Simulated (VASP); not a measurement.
# Sn (R-3m) in VASP: a series of runs

Runs on Sn. Level: PBEsol. Tasks: single point.

All numbers are computed with VASP 6.6.1; they aren't measurements. Logs are shortened: lines on timing, memory, paths and dates and some standing lists are left out, and cuts for length are marked.

### Step 1. The cell of the first run

The structure is trigonal, space group R-3m (No. 166). The conventional cell has a = 4.865 Å, b = 4.865 Å, c = 9.893 Å, α = 90.00°, β = 90.00°, γ = 120.00°. Sn (site symmetry 3m) has 4 Sn at 2.53 to 2.91 Å within 3.3 Å.

### Step 2. Single point, PBEsol (strained and its atoms moved)

Contents of INCAR:

```
PREC     = Accurate       # precision mode
ENCUT    = 520            # plane-wave cutoff, eV
EDIFF    = 1E-7           # SCF threshold, eV
ISMEAR   = 0              # smearing method
SIGMA    = 0.1            # smearing width, eV
LREAL    = False          # projectors in reciprocal space
LASPH    = True           # aspherical terms in the spheres
NELM     = 60             # most SCF steps
ALGO     = Normal         # electronic algorithm
ISIF     = 2              # what is computed and relaxed
LWAVE    = False          # write WAVECAR
LCHARG   = True           # write CHGCAR
GGA      = PS             # functional
LELF     = True           # ELF
LVHAR    = True         
NBANDS   = 21             # bands
```

Contents of KPOINTS:

```
regular mesh
0
Gamma
  12 12 12
```

Contents of POSCAR:

```
Sn
1.0
    0.0000000000      3.4401088080      3.4401088080
    3.4401088080      0.0000000000      3.4401088080
    3.0506368080      3.0506368080      0.3894720000
Sn
2
Direct
    0.4973316940      0.4973316940      0.5080049181
    0.7526683060      0.7526683060      0.7419950819
```

Potentials or basis: VASP PAW PBE potentials, release 64 (Sn_d).

Started as:

```console
cat potpaw_PBE.64/Sn_d/POTCAR > POTCAR
mpirun -np 1 vasp_std > vasp.out
```

OUTCAR:

```text
PREC = Accurate
   ENCUT = 520
   EDIFF = 1E-7
   ISMEAR = 0
   LREAL = False
   LASPH = True
   NELM = 60
   ISIF = 2
   GGA = PS

 ion  position               nearest neighbor table
   1  0.497  0.497  0.508-   2 2.53   2 2.91   2 2.91   2 2.91
   2  0.753  0.753  0.742-   1 2.53   1 2.91   1 2.91   1 2.91

  LATTYP: Found a trigonal (rhomboedric) cell.
 ALAT       =     4.3317961987
 COS(alpha) =     0.3693210634

  Lattice vectors:

 A1 = (   3.0506368080,  -0.3894720000,  -3.0506368080)
 A2 = (  -0.3894720000,   3.0506368080,  -3.0506368080)
 A3 = (   3.0506368080,   3.0506368080,   0.3894720000)

Analysis of symmetry for initial positions (statically):
=====================================================================
 Subroutine PRICEL returns:
 Original cell was already a primitive cell.

 Routine SETGRP: Setting up the symmetry group for a
 trigonal (rhombohedral) supercell.

 Subroutine GETGRP returns: Found 12 space group operations
 (whereof  6 operations were pure point group operations)
 out of a pool of 12 trial point group operations.

The static configuration has the point symmetry C_3v.
 The point group associated with its full space group is D_3d.

Analysis of symmetry for dynamics (positions and initial velocities):
=====================================================================
 Subroutine PRICEL returns:
 Original cell was already a primitive cell.

 Routine SETGRP: Setting up the symmetry group for a
 trigonal (rhombohedral) supercell.

 Subroutine GETGRP returns: Found 12 space group operations
 (whereof  6 operations were pure point group operations)
 out of a pool of 12 trial point group operations.

The dynamic configuration has the point symmetry C_3v.
 The point group associated with its full space group is D_3d.

 Subroutine INISYM returns: Found 12 space group operations
 (whereof  6 operations are pure point group operations),
 and found     1 'primitive' translations

----------------------------------------------------------------------------------------

                                     Primitive cell

  volume of cell :      67.5955

  direct lattice vectors                    reciprocal lattice vectors
     0.000000000  3.440108808  3.440108808    -0.155254863  0.135433617  0.155254863
     3.440108808  0.000000000  3.440108808     0.135433617 -0.155254863  0.155254863
     3.050636808  3.050636808  0.389472000     0.175076109  0.175076109 -0.175076109

  length of vectors
     4.865048532  4.865048532  4.331796199     0.257973660  0.257973660  0.303240715

  position of ions in fractional coordinates (direct lattice)
     0.497331694  0.497331694  0.508004918
     0.752668306  0.752668306  0.741995082

  ion indices of the primitive-cell ions
   primitive index   ion index
                 1           1
                 2           2

----------------------------------------------------------------------------------------

 KPOINTS: regular mesh

Automatic generation of k-mesh.
 Grid dimensions read from file:
 generate k-points for:   12   12   12

 Generating k-lattice:

  Cartesian coordinates                     Fractional coordinates (reciprocal lattice)
    -0.012937905  0.011286135  0.012937905     0.083333333  0.000000000  0.000000000
     0.011286135 -0.012937905  0.012937905     0.000000000  0.083333333  0.000000000
     0.014589676  0.014589676 -0.014589676     0.000000000  0.000000000  0.083333333

  Length of vectors
     0.021497805  0.021497805  0.025270060

  Shift w.r.t. Gamma in fractional coordinates (k-lattice)
     0.000000000  0.000000000  0.000000000

 Subroutine IBZKPT returns following result:
 ===========================================

 Found    189 irreducible k-points:

 Following reciprocal coordinates:
            Coordinates               Weight
  0.000000  0.000000  0.000000      1.000000
  0.083333  0.000000 -0.000000      6.000000
  0.166667  0.000000 -0.000000      6.000000
  0.250000  0.000000  0.000000      6.000000
  0.333333  0.000000 -0.000000      6.000000
  0.416667  0.000000 -0.000000      6.000000
[... 16 lines left out ...]
  0.500000  0.166667  0.000000     12.000000
 -0.416667  0.166667 -0.000000     12.000000
 [... further k-points ...]
   k-points           NKPTS =    189   k-points in BZ     NKDIM =    189   number of bands    NBANDS=     21
   number of dos      NEDOS =    301   number of ions     NIONS =      2
   total plane-waves  NPLWV =  41472
   dimension x,y,z NGX =    36 NGY =   36 NGZ =   32
   dimension x,y,z NGXF=    72 NGYF=   72 NGZF=   64
   ions per type =               2
   NGX,Y,Z   is equivalent  to a cutoff of  12.30, 12.30, 12.28 a.u.
   NGXF,Y,Z  is equivalent  to a cutoff of  24.60, 24.60, 24.56 a.u.
 SYSTEM =  unknown system
   PREC   = accura    normal or accurate (medium, high low for compatibility)
   ISTART =      0    job   : 0-new  1-cont  2-samecut
   ICHARG =      2    charge: 1-file 2-atom 10-const
   ISPIN  =      1    spin polarized calculation?
   LNONCOLLINEAR =      F non collinear calculations
   LSORBIT =      F    spin-orbit coupling
   LASPH  =      T    aspherical Exc in radial PAW
   ENCUT  =  520.0 eV  38.22 Ry    6.18 a.u.   9.05  9.05  8.05*2*pi/ulx,y,z
   NELM   =     60;   NELMIN=  2; NELMDL= -5     # of ELM steps
   EDIFF  = 0.1E-06   stopping-criterion for ELM
   LREAL  =      F    real-space projection
   EDIFFG = 0.1E-05   stopping-criterion for IOM
   NSW    =      0    number of steps for IOM
   IBRION =     -1    ionic relax: 0-MD 1-quasi-New 2-CG
   NFREE  =      0    steps in history (QN), initial steepest desc. (CG)
   ISIF   =      2    stress and relaxation
   ISYM   =      2    0-nonsym 1-usesym 2-fastsym
   POTIM  = 0.5000    time-step for ionic-motion
   TEBEG  =    0.0;   TEEND  =   0.0 temperature during run
   PSTRESS=    0.0 pullay stress
   NELECT =      28.0000    total number of electrons
   NUPDOWN=      -1.0000    fix difference up-down
   EMIN   =  10.00;   EMAX   =-10.00  energy-range for DOS
   EFERMI =   0.00;   METHOD = LEGACY
   ISMEAR =     0;   SIGMA  =   0.10  broadening in eV -4-tet -1-fermi 0-gaus
   EFERMI_NEDOS =   21; number of points for ismear=-14 and -15
   IALGO  =     38    algorithm
   IMIX   =      4    mixing-type and parameters
     AMIX     =   0.40;   BMIX     =  1.00
     AMIX_MAG =   1.60;   BMIX_MAG =  1.00
  volume/ion in A,a.u.               =      33.80       228.08
  Fermi-wavevector in a.u.,A,eV,Ry     =   1.220361  2.306148 20.262901  1.489281
  Thomas-Fermi vector in A             =   2.355581
   LORBIT       =      0    0 simple, 1 ext, 2 COOP (PROOUT), +10 PAW based schemes
   GGA     = PS    functional components
   LHFCALC =     F    Hartree Fock is set to
   AEXX    =    0.0000 exact exchange contribution
   IVDW    =     0    specifies the selected vdW correction
   LEPSILON=     F    determine dielectric tensor
   LRPA    =     F    only Hartree local field effects (RPA)
 non-spin polarized calculation
 Gauss-broadening in eV      SIGMA  =   0.10
  energy-cutoff  :      520.00
  volume of cell :       67.60
 maximum number of plane-waves:      1851
   NGX = 19   NGY = 19   NGZ = 17

 number of electron      28.0000006 magnetization

 Free energy of the ion-electron system (eV)
  ---------------------------------------------------
  ext. energy  EPLUGINS =         0.00000000
  ---------------------------------------------------
  free energy    TOTEN  =        -7.97481334 eV

  energy without entropy =       -7.97340475  energy(sigma->0) =       -7.97410904

 E-fermi :   5.4174     XC(G=0):  -9.1190

 val. band max:        5.3976219469   @ k =  -0.1667   0.0833  -0.0000
 cond. band min:       5.4444649553   @ k =  -0.0833   0.0000   0.0833
 fundamental gap:      0.0468430084
 Fermi energy:         5.4173967642

 k-point     1 :       0.0000    0.0000    0.0000
  band No.  band energies     occupation
      1     -16.3458      2.00000
      2     -16.0498      2.00000
      3     -16.0498      2.00000
      4     -15.9741      2.00000
      5     -15.9741      2.00000
      6     -15.7417      2.00000
[... 13 lines left out ...]
     20      13.6986      0.00000
     21      13.6988      0.00000

 k-point     2 :       0.0833    0.0000   -0.0000
  band No.  band energies     occupation
      1     -16.3453      2.00000
      2     -16.0505      2.00000
      3     -16.0462      2.00000
      4     -15.9767      2.00000
      5     -15.9727      2.00000
      6     -15.7423      2.00000
[... 13 lines left out ...]
     20      12.9010      0.00000
     21      13.5720      0.00000

 k-point     3 :       0.1667    0.0000   -0.0000
  band No.  band energies     occupation
      1     -16.3438      2.00000
      2     -16.0520      2.00000
      3     -16.0375      2.00000
      4     -15.9842      2.00000
      5     -15.9681      2.00000
      6     -15.7443      2.00000
[... 13 lines left out ...]
     20      12.2849      0.00000
     21      13.2973      0.00000

 k-point     4 :       0.2500    0.0000    0.0000
  band No.  band energies     occupation
      1     -16.3410      2.00000
      2     -16.0526      2.00000
      3     -16.0285      2.00000
      4     -15.9955      2.00000
      5     -15.9594      2.00000
      6     -15.7480      2.00000
[... 13 lines left out ...]
     20      11.9951      0.00000
     21      13.2780      0.00000

 k-point     5 :       0.3333    0.0000   -0.0000
  band No.  band energies     occupation
      1     -16.3374      2.00000
      2     -16.0508      2.00000
      3     -16.0229      2.00000
      4     -16.0089      2.00000
      5     -15.9476      2.00000
      6     -15.7529      2.00000
[... 13 lines left out ...]
     20      12.1082      0.00000
     21      14.0251      0.00000
[... 382 lines left out ...]
     20      13.4478      0.00000
     21      13.9514      0.00000

 k-point    22 :       0.4167    0.1667   -0.0000
  band No.  band energies     occupation
      1     -16.3289      2.00000
      2     -16.0632      2.00000
      3     -16.0319      2.00000
      4     -15.9832      2.00000
      5     -15.9131      2.00000
      6     -15.7883      2.00000
[... 13 lines left out ...]
     20      13.4289      0.00000
     21      14.1526      0.00000

 k-point    23 :       0.5000    0.1667    0.0000
  band No.  band energies     occupation
      1     -16.3294      2.00000
      2     -16.0613      2.00000
      3     -16.0314      2.00000
      4     -15.9870      2.00000
      5     -15.9068      2.00000
      6     -15.7929      2.00000
[... 13 lines left out ...]
     20      13.3989      0.00000
     21      13.9484      0.00000

 k-point    24 :      -0.4167    0.1667   -0.0000
  band No.  band energies     occupation
      1     -16.3327      2.00000
      2     -16.0555      2.00000
      3     -16.0331      2.00000
      4     -15.9890      2.00000
      5     -15.9121      2.00000
      6     -15.7896      2.00000
[... 13 lines left out ...]
     20      13.4800      0.00000
     21      14.6155      0.00000

 [... further k-points ...]

------------------------ aborting loop because EDIFF is reached ----------------------------------------

  FORCE on cell =-STRESS in cart. coord.  units (eV):
  Direction    XX          YY          ZZ          XY          YZ          ZX
  --------------------------------------------------------------------------------------
  -------------------------------------------------------------------------------------
  Total        1.5944007      1.5944007      1.5944007      3.1118034     -3.1118034     -3.1118034
  in kB       37.7911923     37.7911923     37.7911923     73.7573421    -73.7573421    -73.7573421
  external PRESSURE =      37.7911923 kB  Pullay stress =       0.0000000 kB

 VOLUME and BASIS-vectors are now :
 -----------------------------------------------------------------------------
  energy-cutoff  :      520.00
  volume of cell :       67.60
      direct lattice vectors                 reciprocal lattice vectors
     0.000000000  3.440108808  3.440108808    -0.155254863  0.135433617  0.155254863
     3.440108808  0.000000000  3.440108808     0.135433617 -0.155254863  0.155254863
     3.050636808  3.050636808  0.389472000     0.175076109  0.175076109 -0.175076109

 POSITION                                       TOTAL-FORCE (eV/Angst)
 -----------------------------------------------------------------------------------
      3.26061      3.26061      3.61960         1.465334      1.465334     -1.465334
      4.85282      4.85282      5.46751        -1.465334     -1.465334      1.465334
 -----------------------------------------------------------------------------------
    total drift:                               -0.000000     -0.000000     -0.000000

  FREE ENERGIE OF THE ION-ELECTRON SYSTEM (eV)
  ---------------------------------------------------
  free  energy   TOTEN  =        -7.9748133374 eV

  energy  without entropy=       -7.9734047472  energy(sigma->0) =       -7.97410904
```

Wall time 2.4 min (1 thread of Intel Xeon Platinum 8488C (Sapphire Rapids), shared host); peak memory 0.34 GiB.

What came out:

```
Free energy            : -7.9748 eV
Pressure               : 3.8 GPa
Largest force          : 2.538 eV/Å
Band gap on the k mesh : zero (bands 14 and 15 overlap by 1.13 eV)
```

Forces in eV/Å, atoms in the order of the input:
```
Sn   1.465  1.465 -1.465
Sn  -1.465 -1.465  1.465
```

Stress tensor (GPa, compression positive):
```
 3.78  7.38 -7.38
 7.38  3.78 -7.38
-7.38 -7.38  3.78
```

Caveat: the cell differs from its parent crystal (strained and its atoms moved); the cell stands under pressure; the PAW data sets were made with another functional, which shifts forces and pressure a little; spin-orbit coupling is left out, which moves the levels of the heavy elements.

(Part 1 of 2 ends here.)

The gap in the log of VASP goes by the Fermi energy; the results here count the filled bands.